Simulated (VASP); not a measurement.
Wanted: the native input for a VASP 6.6.1 run.

```
Task                   : single point
Functional             : PBE
Potentials or basis    : VASP PAW PBE potentials, release 64 (Ba_sv, Ti_sv, O)
Cutoff                 : 520 eV
k mesh                 : 8 × 8 × 8
Occupations            : gaussian, width 0.05 eV
Spin                   : no spin polarisation
Dipole correction      : no
Further INCAR settings : ALGO = Normal; EDIFF = 1e-06; NBANDS = 28
```

The structure of BaTiO3 lies in POSCAR:

```
BaTiO3
1.0
    4.0192501416      0.0000000000      0.0000000000
    0.0000000000      4.0192501416      0.0502406268
    0.0000000000      0.0502406268      4.0192501416
Ba Ti O
1 1 3
Direct
    0.5000000000      0.5000000000      0.5000000000
    0.0000000000      0.0000000000      0.0000000000
    0.5000000000      0.0000000000      0.0000000000
    0.0000000000      0.5000000000      0.0000000000
    0.0000000000      0.0000000000      0.5000000000
```

This cell differs from its parent crystal: strain +0.0250 x Voigt [0, 0, 0, 1, 0, 0].

One way to write it, as run:

INCAR

```
  PREC = Accurate
  ENCUT = 520
  EDIFF = 1E-6
  ISMEAR = 0
  SIGMA = 0.05
  LREAL = F
  LASPH = T
  NELM = 60
  ALGO = Normal
  ISIF = 2
  LWAVE = F
  LCHARG = F
  GGA = PE
  NBANDS = 28
```

KPOINTS

```
regular mesh
0
Gamma
  8 8 8
```

Potentials or basis: VASP PAW PBE potentials, release 64 (Ba_sv, Ti_sv, O).

Run with:

```console
$ cat potpaw_PBE.64/Ba_sv/POTCAR potpaw_PBE.64/Ti_sv/POTCAR potpaw_PBE.64/O/POTCAR > POTCAR
$ mpirun -np 1 vasp_std > vasp.out
```

Results of the run:

```yaml
Pressure: 1.8 GPa
Band_gap_on_the_k_mesh: 1.66 eV (least direct gap 1.76 eV)
```

Caveat: the cell differs from its parent crystal (strain +0.0250 x Voigt [0, 0, 0, 1, 0, 0]); spin-orbit coupling is left out, which moves the levels of the heavy elements.

Wall time 2.2 min on 1 thread of Intel(R) Xeon(R) Platinum 8559C (Emerald Rapids), with other jobs on the host, peak memory 0.3 GiB.
